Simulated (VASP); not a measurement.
A run of VASP 6.6.1 is set up as follows.

POSCAR

```
KYSe2
1.0
    4.4044688923      0.0000000000      0.0000000000
    0.0000000000      4.4044688923      0.0000000000
    0.0000000000      0.0000000000      5.9833695828
K Se Y
1 2 1
Direct
    0.0000000000      0.0000000000      0.0000000000
    0.0000000000      0.0000000000      0.5000000000
    0.5000000000      0.5000000000      0.0000000000
    0.5000000000      0.5000000000      0.5000000000
```

The input INCAR.step1:

```
SYSTEM = KYSe2
  PREC = Accurate
  ENCUT = 520
  ISMEAR = 0
  SIGMA = 0.01
  LREAL = .False.
  LASPH = .True.
  NELM = 80
  NBANDS = 24
  GGA = PE
  ALGO = Normal
  EDIFF = 1E-4
  LWAVE = .True.
  LCHARG = .False.
```

File INCAR.step2:

```
SYSTEM = KYSe2
  PREC = Accurate
  ENCUT = 520
  EDIFF = 1E-6
  ISMEAR = 0
  SIGMA = 0.01
  LREAL = .False.
  LASPH = .True.
  NELM = 80
  ALGO = Normal
  ISIF = 2
  LWAVE = .False.
  LCHARG = .False.
  METAGGA = R2SCAN
  LMIXTAU = .True.
  NBANDS = 24
  ISTART = 1
```

Contents of KPOINTS:

```
Automatic mesh
0
Gamma
  6 6 4
  0 0 0
```

Potentials or basis: VASP PAW PBE potentials, release 64 (K_sv, Se, Y_sv).

Launch:

```console
$ cat potpaw_PBE.64/K_sv/POTCAR potpaw_PBE.64/Se/POTCAR potpaw_PBE.64/Y_sv/POTCAR > POTCAR
$ cp INCAR.step1 INCAR
$ mpirun -np 1 vasp_std > vasp.out
$ cp INCAR.step2 INCAR
$ mpirun -np 1 vasp_std > vasp.out
```

Task: Predict the pressure.

Result: -2.7 GPa.

Task: What does it give for the band gap on the k mesh?

Result: 0.57 eV.

Stress tensor (GPa, compression positive):
```
-2.41  0.00  0.00
 0.00 -2.41  0.00
 0.00  0.00 -3.26
```

Caveat: the PAW data sets were made with another functional, which shifts forces and pressure a little. A k mesh can miss the band edges.
